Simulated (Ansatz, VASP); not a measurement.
## Two plane-wave programs on KH8O4F

```
O H K F
1.0
     5.97396    0.00000    0.00000
     0.00000    5.97396    0.00000
     0.00000    0.00000    5.97396
O H K F
4 8 1 1
Direct
  0.13526 0.67248 0.63077
  0.95566 0.14739 0.00916
  0.40497 0.56581 0.02394
  0.55908 0.85588 0.48179
  0.01632 0.77474 0.58554
  0.13465 0.54954 0.50975
  0.02343 0.23120 0.13966
  0.04674 0.01330 0.99539
  0.31280 0.48793 0.13953
  0.29351 0.61246 0.91177
  0.40909 0.81304 0.53721
  0.54650 0.82542 0.32106
  0.69686 0.31215 0.68399
  0.13837 0.36884 0.34088
```

Alike in both runs: functional PBE; dispersion D3(BJ); k mesh 1 × 1 × 1; occupations fermi-dirac, width 0.05 eV; no spin polarisation.

Ansatz relaxed the structure, and its values are those at the end. VASP's run is a single point on that final structure, the one shown.

|  | VASP | Ansatz |
| --- | --- | --- |
| version | VASP 6.6.1 | Ansatz 0.2.0 |
| potentials or method | VASP PAW PBE potentials, release 64 (O_h, H_h, K_sv, F_h), cutoff 1010 eV | scalar-relativistic, plane waves, PAW |
| valence electrons in the cell | 48 | 48 |

```tsv
	VASP	Ansatz	Ansatz less VASP
gap on the k mesh at the Fermi level (eV)	4.50	4.50	-0.003
rms of the force components (eV/Å)	0.103	0.103	-0.0002
```

Ansatz's warnings: xc potential rough in thin density.
